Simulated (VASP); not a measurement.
## MgO (Periclase): single point with r2SCAN

**Measured values to compare with.**

“Electronic structure of alkaline earth and post-transition metal oxides”, 2009, arxiv:0908.1581 quotes, for a bulk crystal of MgO: band gap 7.83 eV.

Crystal: MgO (Periclase).

```xyz
2
Lattice="0.0000 2.1085 2.1085 2.1085 0.0000 2.1085 2.1085 2.1085 0.0000" Properties=species:S:1:pos:R:3 pbc="T T T"
Mg    0.0000    0.0000    0.0000
O     2.1085    2.1085    2.1085
```

| Property | Result |
| --- | --- |
| Program | VASP 6.6.1 |
| Task | single point |
| Functional | r2SCAN |
| Potentials or basis | VASP PAW PBE potentials, release 64 (Mg, O) |
| Cutoff | 660 eV |
| k mesh | 7 × 7 × 7 |
| Occupations | fermi-dirac, width 0.01 eV |
| Spin | no spin polarisation |
| Dipole correction | no |
| Further INCAR settings | ALGO = Normal; EDIFF = 1e-06; NBANDS = 11 |

- Pressure: -2.9 GPa
- Band gap on the k mesh: 5.57 eV, direct

Levels at points of the mesh, in eV from the valence-band top:
| k point | band 1 | band 2 | band 3 | band 4 | band 5 | band 6 | band 7 | band 8 | band 9 |
| --- | --- | --- | --- | --- | --- | --- | --- | --- | --- |
| (0.00, 0.00, 0.00) | -18.18 | 0.00 | 0.00 | 0.00 | 5.57 | 16.82 | 16.82 | 16.82 | 20.96 |

Wall time 19 s on 1 thread of Intel(R) Xeon(R) 6975P-C (Granite Rapids) (shared host), peak memory 0.16 GiB.

Measured gap of MgO: 7.83 eV (quoted in “Electronic structure of alkaline earth and post-transition metal oxides”, 2009, arxiv:0908.1581). This calculation gives 5.57 eV (-2.26 eV). The value is that of r2SCAN, without temperature or zero-point motion.

Caveat: the PAW data sets were made with another functional, which shifts forces and pressure a little.
